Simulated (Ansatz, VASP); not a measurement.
# HfH2 in VASP and in Ansatz

```xyz
3
Lattice="-1.7325 1.7325 2.1536 1.7325 -1.7325 2.1536 1.7325 1.7325 -2.1536" Properties=species:S:1:pos:R:3 pbc="T T T"
Hf    0.0000    0.0000    0.0000
H     0.0000    1.7325    1.0768
H     1.7325    0.0000    1.0768
```

Alike in both runs: task single point; functional r2SCAN; k mesh 16 × 16 × 16; occupations gaussian, width 0.1 eV; no spin polarisation.

```csv
,VASP,Ansatz
version,VASP 6.6.1,Ansatz 0.2.0
potentials or method,"VASP PAW PBE potentials, release 64 (Hf_pv, H), cutoff 520 eV","scalar-relativistic, plane waves, PAW"
valence electrons in the cell,12,28
```

Ansatz gave:

```
gap on the k mesh at the Fermi level (eV)                     : none
pressure (GPa)                                                : 0.0
traceless stress, the component that is largest in VASP (GPa) : -0.01
```

Q: What did VASP give for the same quantities?

A: gap on the k mesh at the Fermi level (eV): none; pressure (GPa): -1.1; traceless stress, the component that is largest in VASP (GPa): 0.10.

VASP's potentials were made for PBE, not for r2SCAN. A gap of «none» marks a metal or a gap that the smearing closes. VASP's potentials hold 12 valence electrons a cell and Ansatz's 28, so a difference there can come from the potentials and not from the codes.

Spin-orbit coupling is off throughout.
